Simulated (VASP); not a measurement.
# Be2NbP3 (P6/mmm) in VASP: further runs, part 2 of 2

VASP 6.6.1. The steps go on from the part before.

## 4. Single point, PBE

This run uses another cell than the first one, of 12.55 Å³/atom.

INCAR reads:

```
  ALGO = Fast
  EDIFF = 1E-6
  ENCUT = 520
  GGA = PE
  ISIF = 2
  ISMEAR = 0
  LASPH = T
  LCHARG = F
  LREAL = F
  LWAVE = F
  NBANDS = 25
  NELM = 60
  PREC = Accurate
  SIGMA = 0.1
```

KPOINTS reads:

```
k-points
0
Gamma
  9 9 12
```

POSCAR reads:

```
Be2NbP3
1.0
    5.0804478383      0.0000000000      0.0000000000
   -2.5402239192      4.3997968906      0.0000000000
    0.0000000000      0.0000000000      3.3699397975
Be Nb P
2 1 3
Direct
    0.3333333333      0.6666666667      0.0000000000
    0.6666666667      0.3333333333      0.0000000000
    0.0000000000      0.0000000000      0.0000000000
    0.5000000000      0.0000000000      0.5000000000
    0.5000000000      0.5000000000      0.5000000000
    0.0000000000      0.5000000000      0.5000000000
```

Launch:

```bash
> cat potpaw_PBE.64/Be/POTCAR potpaw_PBE.64/Nb_sv/POTCAR potpaw_PBE.64/P/POTCAR > POTCAR
> mpirun -np 1 vasp_std > vasp.out
```

Wall time 6.4 min (1 thread of Oxide Virtual Turin-like, shared host); peak memory 0.27 GiB.

The run converged. Its results:

```
Free energy            : -31.6729 eV
Pressure               : -0.2 GPa
Band gap on the k mesh : zero (bands 16 and 17 overlap by 1.57 eV)
```

Stress tensor (GPa, compression positive):
```
-0.18  0.00  0.00
 0.00 -0.18  0.00
 0.00  0.00 -0.08
```

Levels at points of the mesh, in eV from the Fermi level:
```tsv
k point	band 13	band 14	band 15	band 16	band 17	band 18	band 19	band 20
(0.00, 0.00, 0.00)	-0.78	0.30	0.30	0.48	0.48	0.64	0.64	0.75
(0.00, 0.00, 0.50)	-5.81	-1.70	0.14	0.14	0.80	1.95	1.95	2.09
```

## 5. Relaxation of cell and atoms, PBE

This run uses another cell than the first one, of 14.29 Å³/atom.

INCAR reads:

```
PREC     = Accurate       # precision mode
ENCUT    = 600            # plane-wave cutoff, eV
EDIFF    = 1E-7           # SCF threshold, eV
ISMEAR   = 0              # smearing method
SIGMA    = 0.1            # smearing width, eV
LREAL    = False          # projectors in reciprocal space
LASPH    = True           # aspherical terms in the spheres
NELM     = 100            # most SCF steps
ALGO     = Normal         # electronic algorithm
ISIF     = 3              # what is computed and relaxed
LWAVE    = False          # write WAVECAR
LCHARG   = False          # write CHGCAR
GGA      = PE             # functional
IBRION   = 2              # ionic algorithm
NSW      = 90             # ionic steps
EDIFFG   = -0.04          # ionic threshold
```

KPOINTS reads:

```
Automatic mesh
0
Gamma
  6 6 6
```

POSCAR reads:

```
Be2NbP3
1.0
    5.4732964100      0.0000000000      0.0000000000
   -2.7366482000      4.7400137300      0.0000000000
    0.0000000000      0.0000000000      3.3037689100
Be Nb P
2 1 3
Direct
    0.3333333300      0.6666666700      0.0000000000
    0.6666666700      0.3333333300      0.0000000000
    0.0000000000      0.0000000000      0.0000000000
    0.5000000000      0.0000000000      0.5000000000
    0.5000000000      0.5000000000      0.5000000000
    0.0000000000      0.5000000000      0.5000000000
```

Potentials or basis: VASP PAW PBE potentials, release 64 (Be, Nb_sv, P).

Launch:

```bash
> cat potpaw_PBE.64/Be/POTCAR potpaw_PBE.64/Nb_sv/POTCAR potpaw_PBE.64/P/POTCAR > POTCAR
> mpirun -np 1 vasp_std > vasp.out
```

OUTCAR:

```text
PREC = Accurate
   ENCUT = 600
   EDIFF = 1E-7
   ISMEAR = 0
   LREAL = False
   LASPH = True
   NELM = 100
   ISIF = 3
   GGA = PE
   IBRION = 2
   NSW = 90
   EDIFFG = -0.04

 ion  position               nearest neighbor table
   1  0.333  0.667  0.000-   4 2.29   4 2.29   6 2.29   6 2.29   5 2.29   5 2.29
   2  0.667  0.333  0.000-   4 2.29   4 2.29   6 2.29   6 2.29   5 2.29   5 2.29
   3  0.000  0.000  0.000-
   4  0.500  0.000  0.500-   1 2.29   2 2.29   1 2.29   2 2.29   5 2.74   5 2.74   6 2.74   6 2.74

   5  0.500  0.500  0.500-   1 2.29   2 2.29   1 2.29   2 2.29   4 2.74   4 2.74   6 2.74   6 2.74

   6  0.000  0.500  0.500-   1 2.29   2 2.29   1 2.29   2 2.29   4 2.74   4 2.74   5 2.74   5 2.74

  LATTYP: Found a hexagonal cell.
 ALAT       =     5.4732964100
 C/A-ratio  =     0.6036159313

  Lattice vectors:

 A1 = (   5.4732964100,   0.0000000000,   0.0000000000)
 A2 = (  -2.7366482000,   4.7400137300,   0.0000000000)
 A3 = (   0.0000000000,   0.0000000000,   3.3037689100)

Analysis of symmetry for initial positions (statically):
=====================================================================
 Subroutine PRICEL returns:
 Original cell was already a primitive cell.

 Routine SETGRP: Setting up the symmetry group for a
 hexagonal supercell.

 Subroutine GETGRP returns: Found 24 space group operations
 (whereof 24 operations were pure point group operations)
[... 157 lines left out ...]
 Gauss-broadening in eV      SIGMA  =   0.10
  energy-cutoff  :      600.00
  volume of cell :       85.71
 maximum number of plane-waves:      2883
 NGX is ok and might be reduce to    48
   NGX = 21   NGY = 21   NGZ = 13

--------------------------------------- Ionic step        1  -------------------------------------------

 number of electron      31.9999998 magnetization

 Free energy of the ion-electron system (eV)
  ---------------------------------------------------
  ext. energy  EPLUGINS =         0.00000000
  ---------------------------------------------------
  free energy    TOTEN  =       -31.19064824 eV

  energy without entropy =      -31.16500195  energy(sigma->0) =      -31.17782510

 E-fermi :   8.7359     XC(G=0): -11.0249

 val. band max:        8.7242990396   @ k =   0.1667   0.0000   0.3333
 cond. band min:       8.7418122076   @ k =   0.3333   0.0000   0.0000
 fundamental gap:      0.0175131681
 Fermi energy:         8.7359121578

 k-point     1 :       0.0000    0.0000    0.0000
  band No.  band energies     occupation
      1     -47.0762      2.00000
      2     -23.1419      2.00000
      3     -23.1419      2.00000
      4     -22.8470      2.00000
      5      -5.8691      2.00000
      6      -1.6781      2.00000
[... 782 lines left out ...]
--------------------------------------- Ionic step        7  -------------------------------------------

 number of electron      32.0000000 magnetization

 Free energy of the ion-electron system (eV)
  ---------------------------------------------------
  ext. energy  EPLUGINS =         0.00000000
  ---------------------------------------------------
  free energy    TOTEN  =       -31.67613019 eV

  energy without entropy =      -31.67039222  energy(sigma->0) =      -31.67326121

 E-fermi :  10.4677     XC(G=0): -11.6051

 val. band max:       10.4091661039   @ k =   0.1667   0.0000   0.5000
 cond. band min:      10.5312608392   @ k =   0.0000   0.0000   0.1667
 fundamental gap:      0.1220947354
 Fermi energy:        10.4676707501

 k-point     1 :       0.0000    0.0000    0.0000
  band No.  band energies     occupation
      1     -45.0960      2.00000
      2     -21.1753      2.00000
      3     -21.1753      2.00000
      4     -20.9797      2.00000
      5      -5.4323      2.00000
      6      -0.0253      2.00000
[... 576 lines left out ...]
  FREE ENERGIE OF THE ION-ELECTRON SYSTEM (eV)
  ---------------------------------------------------
  free  energy   TOTEN  =       -31.6761301933 eV

  energy  without entropy=      -31.6703922176  energy(sigma->0) =      -31.67326121

 reached required accuracy - stopping structural energy minimisation
```

It took 8.6 min on 1 thread of Oxide Virtual Turin-like, shared host; peak memory 0.25 GiB.

What came out:

```yaml
Free_energy: -31.6761 eV
Relaxed_volume: 12.53 Å³/atom
Relaxed_cell: a = 5.073 Å, b = 5.073 Å, c = 3.374 Å, α = 90.00°, β = 90.00°, γ = 120.00°
Space_group_after_relaxing_to_0.1_Å: P6/mmm (No. 191)
Energy_gained_by_relaxing: 80.9 meV/atom
Ionic_steps: 7
Pressure_after_relaxing: -0.4 GPa
Band_gap_on_the_k_mesh: zero (bands 16 and 17 overlap by 1.43 eV)
```

Stress tensor (GPa, compression positive):
```
-0.47  0.00  0.00
 0.00 -0.47  0.00
 0.00  0.00 -0.38
```

Step by step:
```csv
step,energy change (eV),largest force (eV/Å),pressure (GPa),volume (Å³)
1,0.0000,0.0000,-9.30,85.71
2,-0.3484,0.0000,1.62,75.81
3,-0.3484,0.0000,1.41,75.95
4,-0.4514,0.0000,0.15,75.54
5,-0.4374,0.0000,-0.51,74.65
6,-0.4855,0.0000,-0.46,75.16
7,-0.4855,0.0000,-0.44,75.18
```

Final structure:
```xyz
6
Lattice="5.0726 0.0000 0.0000 -2.5363 4.3930 0.0000 0.0000 0.0000 3.3736" Properties=species:S:1:pos:R:3 pbc="T T T"
Be    0.0000    2.9287    0.0000
Be    2.5363    1.4643    0.0000
Nb    0.0000    0.0000    0.0000
P     2.5363    0.0000    1.6868
P     1.2682    2.1965    1.6868
P    -1.2682    2.1965    1.6868
```

Levels at points of the mesh, in eV from the Fermi level:
```csv
k point,band 13,band 14,band 15,band 16,band 17,band 18,band 19,band 20
"(0.00, 0.00, 0.00)",-0.82,0.28,0.28,0.43,0.43,0.63,0.63,0.70
"(0.50, 0.00, 0.00)",-2.90,-2.04,-1.27,-0.92,0.53,1.30,1.66,1.85
"(0.00, 0.00, 0.50)",-5.84,-1.73,0.12,0.12,0.78,1.96,1.96,2.10
"(0.50, 0.00, 0.50)",-2.33,-2.33,-1.72,-1.18,-1.00,0.29,2.00,2.57
```

## 6. Relaxation of cell and atoms, PBE

INCAR reads:

```
SYSTEM = Be2NbP3
  PREC = Accurate
  ENCUT = 600
  EDIFF = 1E-6
  ISMEAR = 0
  SIGMA = 0.1
  LREAL = .FALSE.
  LASPH = .TRUE.
  NELM = 80
  ALGO = Fast
  ISIF = 3
  LWAVE = .FALSE.
  LCHARG = .FALSE.
  GGA = PE
  IBRION = 2
  NSW = 100
  EDIFFG = -0.01
```

KPOINTS reads:

```
regular mesh
0
G
  9 9 12
  0 0 0
```

POSCAR reads:

```
Be2NbP3
1.0
    5.0632906039      0.0000000000      0.0000000000
   -2.5316453020      4.3849382898      0.0000000000
    0.0000000000      0.0000000000      3.3697642132
Be Nb P
2 1 3
Direct
    0.3333333333      0.6666666667      0.0000000000
    0.6666666667      0.3333333333      0.0000000000
    0.0000000000      0.0000000000      0.0000000000
    0.5000000000      0.0000000000      0.5000000000
    0.5000000000      0.5000000000      0.5000000000
    0.0000000000      0.5000000000      0.5000000000
```

Potentials or basis: VASP PAW PBE potentials, release 64 (Be, Nb_sv, P).

Launch:

```bash
> cat potpaw_PBE.64/Be/POTCAR potpaw_PBE.64/Nb_sv/POTCAR potpaw_PBE.64/P/POTCAR > POTCAR
> mpirun -np 1 vasp_std > vasp.out
```

It took 18 min on 1 thread of Oxide Virtual Turin-like, shared host; peak memory 0.3 GiB.

Results (log left out):

| Item | Value |
| --- | --- |
| Free energy | -31.6733 eV |
| Relaxed volume | 12.54 Å³/atom |
| Relaxed cell | a = 5.076 Å, b = 5.076 Å, c = 3.371 Å, α = 90.00°, β = 90.00°, γ = 120.00° |
| Space group after relaxing (to 0.1 Å) | P6/mmm (No. 191) |
| Energy gained by relaxing | 0.1 meV/atom |
| Ionic steps | 5 |
| Pressure after relaxing | 0.0 GPa |
| Band gap on the k mesh | zero (bands 16 and 17 overlap by 1.56 eV) |

Stress tensor (GPa, compression positive):
```
 0.03  0.00  0.00
 0.00  0.03  0.00
 0.00  0.00 -0.06
```

The path:
```
step  energy change (eV)  largest force (eV/Å)  pressure (GPa)  volume (Å³)
   1              0.0000                0.0000            1.17        74.82
   2              0.0013                0.0000           -0.97        75.81
   3             -0.0005                0.0000            0.05        75.16
   4             -0.0005                0.0000           -0.03        75.21
   5             -0.0007                0.0000            0.00        75.23
```

Final structure:
```yaml
crystal:
  lattice:
    - [5.07630, 0.00000, 0.00000]
    - [-2.53815, 4.39620, 0.00000]
    - [0.00000, 0.00000, 3.37089]
  atoms:
    - { symbol: Be, position: [0.33333, 0.66667, 0.00000] }
    - { symbol: Be, position: [0.66667, 0.33333, 0.00000] }
    - { symbol: Nb, position: [0.00000, 0.00000, 0.00000] }
    - { symbol: P, position: [0.50000, 0.00000, 0.50000] }
    - { symbol: P, position: [0.50000, 0.50000, 0.50000] }
    - { symbol: P, position: [0.00000, 0.50000, 0.50000] }
```

Levels at points of the mesh, in eV from the Fermi level:
```
           k point  band 12  band 13  band 14  band 15  band 16  band 17  band 18  band 19  band 20
(0.00, 0.00, 0.00)    -2.82    -0.79     0.29     0.29     0.47     0.47     0.64     0.64     0.74
(0.00, 0.00, 0.50)    -5.81    -5.81    -1.70     0.14     0.14     0.80     1.97     2.00     2.11
```

## 7. Summary

| task | cell | k mesh | cutoff (eV) | gap on the mesh (eV) | pressure (GPa) | relaxed volume (Å³/atom) |
| --- | --- | --- | --- | --- | --- | --- |
| single point | a = 5.063, b = 5.063, c = 3.370 Å, angles 90.0, 90.0, 120.0°, 6 atoms | 6 × 6 × 6 | 520 | none | 0.1 | - |
| single point | a = 5.473, b = 5.473, c = 3.304 Å, angles 90.0, 90.0, 120.0°, 6 atoms | 6 × 6 × 6 | 520 | none | -9.3 | - |
| single point | a = 5.080, b = 5.080, c = 3.370 Å, angles 90.0, 90.0, 120.0°, 6 atoms | 9 × 9 × 12 | 520 | none | -0.2 | - |
| relaxation of cell and atoms | relaxed from a = 5.473, b = 5.473, c = 3.304 Å, angles 90.0, 90.0, 120.0°, 6 atoms | 6 × 6 × 6 | 600 | none | -0.4 | 12.53 |
| relaxation of cell and atoms | relaxed from a = 5.063, b = 5.063, c = 3.370 Å, angles 90.0, 90.0, 120.0°, 6 atoms | 9 × 9 × 12 | 600 | none | 0.0 | 12.54 |

Alike in all rows: level PBE; potentials or basis VASP PAW PBE potentials, release 64 (Be, Nb_sv, P); no spin polarisation; smearing gaussian 0.1 eV.

Caveats: the stress differs along the axes, from -11 to -5 GPa (at least some runs).

Absolute energies hang on the potentials; compare differences alone.

The gap in the log of VASP goes by the Fermi energy; the results here count the filled bands.